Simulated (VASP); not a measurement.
MgO: single point with PBEsol

Crystal: MgO.

```
Mg O
1.0
     3.37245    0.00000    0.00000
    -1.68622    2.92063    0.00000
     0.00000    0.00000    4.48834
Mg O
2 2
Direct
  0.67070 0.34140 0.75000
  0.32930 0.65860 0.25000
  0.66370 0.32740 0.25000
  0.33630 0.67260 0.75000
```

This cell differs from its parent crystal: mode 5 frozen in at +0.024 Å, strain +e along z and -e/2 along x and y +0.0700.

```
Program             : VASP 6.6.1
Task                : single point
Functional          : PBEsol
Potentials or basis : VASP PAW PBE potentials, release 64 (Mg, O)
Cutoff              : 520 eV
k mesh              : 9 × 9 × 6
Occupations         : gaussian, width 0.05 eV
Spin                : no spin polarisation
```

```
Pressure               : 2.3 GPa
Largest force          : 0.176 eV/Å
Band gap on the k mesh : 3.18 eV, direct
```

Forces in eV/Å, atoms in the order of the input:
```
Mg   0.000 -0.176  0.000
Mg   0.000  0.176  0.000
O    0.000  0.039  0.000
O    0.000 -0.039  0.000
```

Stress tensor (GPa, compression positive):
```
 7.97  0.00  0.00
 0.00  7.09  0.00
 0.00  0.00 -8.29
```

Levels at points of the mesh, in eV from the valence-band top:
```csv
k point,band 5,band 6,band 7,band 8,band 9,band 10,band 11,band 12
"(0.00, 0.00, 0.00)",-1.68,-1.06,-1.00,0.00,3.18,9.00,11.07,12.97
"(0.00, 0.00, 0.50)",-1.38,-1.38,-1.36,-1.36,6.14,6.14,13.40,13.40
```

Run time: 24 s on 1 thread of Intel(R) Xeon(R) 6975P-C (Granite Rapids), with other jobs on the host, peak memory 0.21 GiB.

Caveat: the cell differs from its parent crystal (mode 5 frozen in at +0.024 Å, strain +e along z and -e/2 along x and y +0.0700); the PAW data sets were made with another functional, which shifts forces and pressure a little.
